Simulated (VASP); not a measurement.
# Sc (Fd-3m) in VASP: further runs, part 2 of 2

VASP 6.6.1.

**3. Single point, PBEsol (volume scaled by 1.12)**

File INCAR:

```
PREC = Accurate ; ENCUT = 520
EDIFF = 1E-7 ; ISMEAR = -1
SIGMA = 0.1 ; LREAL = False
LASPH = True ; NELM = 60
ALGO = Normal ; ISIF = 2
LWAVE = False ; LCHARG = False
GGA = PS ; NBANDS = 18
```

File KPOINTS:

```
regular mesh
0
Gamma
  10 10 10
```

File POSCAR:

```
Sc
1.0
    0.0000000000      3.2710841837      3.2710841837
    3.2710841837      0.0000000000      3.2710841837
    3.2710841837      3.2710841837      0.0000000000
Sc
2
Direct
    0.1250000000      0.1250000000      0.1250000000
    0.8750000000      0.8750000000      0.8750000000
```

Potentials or basis: VASP PAW PBE potentials, release 64 (Sc_sv).

Run with:

```bash
$ cat potpaw_PBE.64/Sc_sv/POTCAR > POTCAR
$ mpirun -np 1 vasp_std > vasp.out
```

OUTCAR:

```text
PREC = Accurate
   ENCUT = 520
   EDIFF = 1E-7
   ISMEAR = -1
   LREAL = False
   LASPH = True
   NELM = 60
   ISIF = 2
   GGA = PS

 ion  position               nearest neighbor table
   1  0.125  0.125  0.125-   2 2.83   2 2.83   2 2.83   2 2.83
   2  0.875  0.875  0.875-   1 2.83   1 2.83   1 2.83   1 2.83

  LATTYP: Found a face centered cubic cell.
 ALAT       =     6.5421683674

  Lattice vectors:

 A1 = (   0.0000000000,   3.2710841837,   3.2710841837)
 A2 = (   3.2710841837,   0.0000000000,   3.2710841837)
 A3 = (   3.2710841837,   3.2710841837,   0.0000000000)

Analysis of symmetry for initial positions (statically):
=====================================================================
 Subroutine PRICEL returns:
 Original cell was already a primitive cell.

 Routine SETGRP: Setting up the symmetry group for a
 face centered cubic supercell.

 Subroutine GETGRP returns: Found 48 space group operations
 (whereof 12 operations were pure point group operations)
 out of a pool of 48 trial point group operations.

The static configuration has the point symmetry D_3d.
[... 155 lines left out ...]
 Free energy of the ion-electron system (eV)
  ---------------------------------------------------
  ext. energy  EPLUGINS =         0.00000000
  ---------------------------------------------------
  free energy    TOTEN  =        -9.20891906 eV

  energy without entropy =       -9.01466940  energy(sigma->0) =       -9.11179423

 E-fermi :   1.5770     XC(G=0):  -8.4562

 val. band max:        1.5748804091   @ k =  -0.4000   0.4000   0.1000
 cond. band min:       1.5815057174   @ k =   0.4000   0.2000   0.0000
 fundamental gap:      0.0066253083
 Fermi energy:         1.5769607164

 k-point     1 :       0.0000    0.0000    0.0000
  band No.  band energies     occupation
      1     -48.1625      2.00000
      2     -47.9570      2.00000
      3     -27.0125      2.00000
      4     -27.0125      2.00000
      5     -27.0125      2.00000
      6     -26.6336      2.00000
[... 481 lines left out ...]
      5     -26.9148      2.00000
      6     -26.7397      2.00000
[... 10 lines left out ...]
     17       3.7122      0.00000
     18       4.1232      0.00000

 [... further k-points ...]
[... 5 lines left out ...]
  --------------------------------------------------------------------------------------
  -------------------------------------------------------------------------------------
  Total       -0.4383135     -0.4383135     -0.4383135     -0.0000000     -0.0000000     -0.0000000
  in kB      -10.0320635    -10.0320635    -10.0320635     -0.0000000     -0.0000000     -0.0000000
  external PRESSURE =     -10.0320635 kB  Pullay stress =       0.0000000 kB

 VOLUME and BASIS-vectors are now :
 -----------------------------------------------------------------------------
  energy-cutoff  :      520.00
  volume of cell :       70.00
      direct lattice vectors                 reciprocal lattice vectors
     0.000000000  3.271084184  3.271084184    -0.152854519  0.152854519  0.152854519
     3.271084184  0.000000000  3.271084184     0.152854519 -0.152854519  0.152854519
     3.271084184  3.271084184  0.000000000     0.152854519  0.152854519 -0.152854519

 POSITION                                       TOTAL-FORCE (eV/Angst)
 -----------------------------------------------------------------------------------
      0.81777      0.81777      0.81777        -0.000000     -0.000000     -0.000000
      5.72440      5.72440      5.72440         0.000000      0.000000      0.000000
 -----------------------------------------------------------------------------------
    total drift:                                0.000000      0.000000      0.000000

  FREE ENERGIE OF THE ION-ELECTRON SYSTEM (eV)
  ---------------------------------------------------
  free  energy   TOTEN  =        -9.2089190618 eV

  energy  without entropy=       -9.0146694007  energy(sigma->0) =       -9.11179423
```

stdout:

```text
POSCAR found type information on POSCAR Sc
 POSCAR found :  1 types and       2 ions
 scaLAPACK will be used
 -----------------------------------------------------------------------------
|                                                                             |
|                                                                             |
|     You enforced a specific xc type in the INCAR file but a different       |
|     I HOPE YOU KNOW WHAT YOU ARE DOING!                                     |
|                                                                             |
 -----------------------------------------------------------------------------

 LDA part: xc-table for (Slater+PW92), standard interpolation
 POSCAR, INCAR and KPOINTS ok, starting setup
 FFT: planning ... GRIDC
 FFT: planning ... GRID_SOFT
 FFT: planning ... GRID
 WAVECAR not read
 entering main loop
```

Run time: 25 s. Hardware: 1 thread of Intel Xeon 6975P-C (Granite Rapids), shared host; peak memory 0.21 GiB.

Results:

- Free energy: -9.2089 eV
- Pressure: -1.0 GPa
- Band gap on the k mesh: zero (band 11 reaches 1.92 eV, above the bottom of band 12 at 1.26 eV)

Caveat: the cell differs from its parent crystal (volume scaled by 1.12); the PAW data sets were made with another functional, which shifts forces and pressure a little.

**4. Relaxation of cell and atoms, PBEsol**

File INCAR:

```
PREC     = Accurate       # precision mode
ENCUT    = 600            # plane-wave cutoff, eV
EDIFF    = 1E-6           # SCF threshold, eV
ISMEAR   = -1             # smearing method
SIGMA    = 0.1            # smearing width, eV
LREAL    = False          # projectors in reciprocal space
LASPH    = True           # aspherical terms in the spheres
NELM     = 60             # most SCF steps
ALGO     = Normal         # electronic algorithm
ISIF     = 3              # what is computed and relaxed
LWAVE    = False          # write WAVECAR
LCHARG   = False          # write CHGCAR
GGA      = PS             # functional
IBRION   = 2              # ionic algorithm
NSW      = 80             # ionic steps
EDIFFG   = -0.01          # ionic threshold
```

File KPOINTS:

```
Automatic mesh
0
Gamma
  9 9 9
```

File POSCAR:

```
Sc
1.0
    0.0000000000      3.2317434665      3.2317434665
    3.2317434665      0.0000000000      3.2317434665
    3.2317434665      3.2317434665      0.0000000000
Sc
2
Direct
    0.1250000000      0.1250000000      0.1250000000
    0.8750000000      0.8750000000      0.8750000000
```

Potentials or basis: VASP PAW PBE potentials, release 64 (Sc_sv).

Run with:

```bash
$ cat potpaw_PBE.64/Sc_sv/POTCAR > POTCAR
$ mpirun -np 1 vasp_std > vasp.out
```

OUTCAR:

```text
PREC = Accurate
   ENCUT = 600
   EDIFF = 1E-6
   ISMEAR = -1
   LREAL = False
   LASPH = True
   NELM = 60
   ISIF = 3
   GGA = PS
   IBRION = 2
   NSW = 80
   EDIFFG = -0.01

 ion  position               nearest neighbor table
   1  0.125  0.125  0.125-   2 2.80   2 2.80   2 2.80   2 2.80
   2  0.875  0.875  0.875-   1 2.80   1 2.80   1 2.80   1 2.80

  LATTYP: Found a face centered cubic cell.
 ALAT       =     6.4634869330

  Lattice vectors:

 A1 = (   0.0000000000,   3.2317434665,   3.2317434665)
 A2 = (   3.2317434665,   0.0000000000,   3.2317434665)
 A3 = (   3.2317434665,   3.2317434665,   0.0000000000)

Analysis of symmetry for initial positions (statically):
=====================================================================
 Subroutine PRICEL returns:
 Original cell was already a primitive cell.

 Routine SETGRP: Setting up the symmetry group for a
 face centered cubic supercell.

 Subroutine GETGRP returns: Found 48 space group operations
 (whereof 12 operations were pure point group operations)
 out of a pool of 48 trial point group operations.

The static configuration has the point symmetry D_3d.
 The point group associated with its full space group is O_h .

Analysis of symmetry for dynamics (positions and initial velocities):
=====================================================================
 Subroutine PRICEL returns:
 Original cell was already a primitive cell.

[... 305 lines left out ...]
  ext. energy  EPLUGINS =         0.00000000
  ---------------------------------------------------
  free energy    TOTEN  =        -9.23465781 eV

  energy without entropy =       -9.07741478  energy(sigma->0) =       -9.15603630

 E-fermi :   2.0809     XC(G=0):  -8.8519

 val. band max:        2.0779673811   @ k =  -0.4444   0.4444   0.0000
 cond. band min:       2.0950786820   @ k =   0.3333   0.3333   0.0000
 fundamental gap:      0.0171113009
 Fermi energy:         2.0808822640

 k-point     1 :       0.0000    0.0000    0.0000
  band No.  band energies     occupation
      1     -47.5343      2.00000
      2     -47.2307      2.00000
      3     -26.4231      2.00000
      4     -26.4231      2.00000
      5     -26.4231      2.00000
      6     -25.9158      2.00000
      7     -25.9158      2.00000
      8     -25.9158      2.00000
      9      -2.1167      2.00000
     10       2.0562      1.12257
     11       2.0562      1.12257
     12       2.3495      0.12754
     13       2.3495      0.12754
     14       2.3495      0.12754
[... 401 lines left out ...]
      2     -47.3570      2.00000
      3     -26.5407      2.00000
      4     -26.5407      2.00000
      5     -26.2210      2.00000
      6     -26.1339      2.00000
      7     -25.7968      2.00000
      8     -25.7968      2.00000
      9       0.6978      2.00000
     10       0.9999      1.99996
     11       1.8031      1.88295
     12       2.4123      0.07015
     13       2.5755      0.01412
     14       2.5755      0.01412
     15       3.5503      0.00000

 [... further k-points ...]

------------------------ aborting loop because EDIFF is reached ----------------------------------------

  FORCE on cell =-STRESS in cart. coord.  units (eV):
  Direction    XX          YY          ZZ          XY          YZ          ZX
  --------------------------------------------------------------------------------------
  -------------------------------------------------------------------------------------
  Total       -0.0017930     -0.0017930     -0.0017930     -0.0000000      0.0000000     -0.0000000
  in kB       -0.0458050     -0.0458050     -0.0458050     -0.0000000      0.0000000     -0.0000000
  external PRESSURE =      -0.0458050 kB  Pullay stress =       0.0000000 kB
[... 17 lines left out ...]
  FREE ENERGIE OF THE ION-ELECTRON SYSTEM (eV)
  ---------------------------------------------------
  free  energy   TOTEN  =        -9.2346578099 eV

  energy  without entropy=       -9.0774147823  energy(sigma->0) =       -9.15603630

 reached required accuracy - stopping structural energy minimisation
```

OSZICAR:

```text
N       E                     dE             d eps       ncg     rms          rms(c)
DAV:   1     0.426638977963E+03    0.42664E+03   -0.11369E+04  1058   0.161E+03
DAV:   2     0.149257075590E+02   -0.41171E+03   -0.40618E+03  1469   0.643E+02
DAV:   3    -0.965825739897E+01   -0.24584E+02   -0.24125E+02  1696   0.193E+02
[... 47 lines left out ...]
DAV:   3    -0.923591832357E+01    0.32798E-02   -0.12288E-02  1588   0.131E+00    0.411E-01
DAV:   4    -0.923462291519E+01    0.12954E-02   -0.84060E-03  1150   0.669E-01    0.322E-02
DAV:   5    -0.923464286940E+01   -0.19954E-04   -0.40759E-04  1685   0.254E-01    0.316E-02
DAV:   6    -0.923465837192E+01   -0.15503E-04   -0.21356E-05  1682   0.453E-02    0.520E-03
DAV:   7    -0.923465780989E+01    0.56202E-06   -0.60294E-06  1099   0.231E-02
   5 F= -.92346578E+01 E0= -.91560363E+01  d E =-.118761E-01
```

CONTCAR:

```text
Sc
   1.00000000000000
     0.0000000000000000    3.1534139171336042    3.1534139171336042
     3.1534139171336042    0.0000000000000000    3.1534139171336042
     3.1534139171336042    3.1534139171336042    0.0000000000000000
  Sc
     2
Direct
     0.1250000000000000    0.1250000000000000    0.1250000000000000
     0.8750000000000000    0.8750000000000000    0.8750000000000000

  0.00000000E+00  0.00000000E+00  0.00000000E+00
  0.00000000E+00  0.00000000E+00  0.00000000E+00
```

It took 77 s on 1 thread of Intel Xeon 6975P-C (Granite Rapids), shared host; peak memory 0.25 GiB.

Results:

| Property | Result |
| --- | --- |
| Free energy | -9.2347 eV |
| Relaxed volume | 31.36 Å³/atom |
| Relaxed cell | a = 4.460 Å, b = 4.460 Å, c = 4.460 Å, α = 60.00°, β = 60.00°, γ = 60.00° |
| Space group after relaxing (to 0.05 Å) | Fd-3m (No. 227) |
| Energy gained by relaxing | 5.9 meV/atom |
| Ionic steps | 5 |
| Pressure after relaxing | 0.0 GPa |
| Band gap on the k mesh | zero (band 11 reaches 2.46 eV, above the bottom of band 12 at 1.90 eV) |

The path:
```csv
step,energy change (eV),largest force (eV/Å),pressure (GPa),volume (Å³)
1,0.0000,0.0000,-0.73,67.51
2,-0.0059,0.0000,-0.52,66.02
3,-0.0106,0.0000,-0.29,64.20
4,-0.0092,0.0000,0.43,60.67
5,-0.0119,0.0000,0.00,62.72
```

Final structure:
```xyz
2
Lattice="0.0000 3.1534 3.1534 3.1534 0.0000 3.1534 3.1534 3.1534 0.0000" Properties=species:S:1:pos:R:3 pbc="T T T"
Sc    0.7884    0.7884    0.7884
Sc    5.5185    5.5185    5.5185
```

Levels at points of the mesh, in eV from the Fermi level:
```
           k point  band 7  band 8  band 9  band 10  band 11  band 12  band 13  band 14  band 15
(0.00, 0.00, 0.00)  -28.00  -28.00   -4.20    -0.02    -0.02     0.27     0.27     0.27     1.75
```

Caveat: the PAW data sets were made with another functional, which shifts forces and pressure a little.

**5. Summary**

| task | cell | k mesh | cutoff (eV) | gap on the mesh (eV) | pressure (GPa) |
| --- | --- | --- | --- | --- | --- |
| single point | a = 4.570 Å, angles 60.0°, 2 atoms | 10 × 10 × 10 | 520 | none | -0.7 |
| single point | a = 4.626 Å, angles 60.0°, 2 atoms | 10 × 10 × 10 | 520 | none | -1.0 |
| relaxation of cell and atoms | relaxed from a = 4.570 Å, angles 60.0°, 2 atoms | 9 × 9 × 9 | 600 | none | 0.0 |

Alike in all rows: level PBEsol; potentials or basis VASP PAW PBE potentials, release 64 (Sc_sv); no spin polarisation; smearing fermi-dirac 0.1 eV.

Caveats: the PAW data sets were made with another functional, which shifts forces and pressure a little.

Total energies depend on the potentials used, so only differences within one code and one set of settings carry meaning.
